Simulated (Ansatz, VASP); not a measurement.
One calculation of Be4ZnTe, two programs

```
CELL_PARAMETERS angstrom
2.84406 0.00000 0.00000
0.00000 2.84406 0.00000
0.00000 0.00000 9.91390
ATOMIC_POSITIONS crystal
Be 0.50000 0.50000 0.15488
Be 0.00000 0.00000 0.74235
Be 0.00000 0.00000 0.25765
Be 0.50000 0.50000 0.84512
Zn 0.00000 0.00000 0.00000
Te 0.50000 0.50000 0.50000
```

Change from the starting cell: species swapped into the Ti4CuAg type (P4/mmm, No. 123).

Alike in both runs: functional PBE; k mesh 6 × 6 × 2; occupations gaussian, width 0.2 eV; no spin polarisation.

Ansatz relaxed the structure, and its values are those at the end. VASP's run is a single point on that final structure, the one shown.

```csv
,VASP,Ansatz
version,VASP 6.6.1,Ansatz 0.2.0
potentials or method,"VASP PAW PBE potentials, release 64 (Be, Zn, Te), cutoff 600 eV","scalar-relativistic, plane waves, PAW"
valence electrons in the cell,26,36
```

```csv
,VASP,Ansatz,Ansatz less VASP
gap on the k mesh at the Fermi level (eV),none,none,-
pressure (GPa),0.4,0.3,-0.09
rms of the force components (eV/Å),0.004,0.002,-0.0016
```

A gap of «none» marks a metal or a gap that the smearing closes. VASP's potentials hold 26 valence electrons a cell and Ansatz's 36, so a difference there can come from the potentials and not from the codes.

The k mesh is coarse, so the values compare programs but aren't converged. Neither program's run includes spin-orbit coupling.
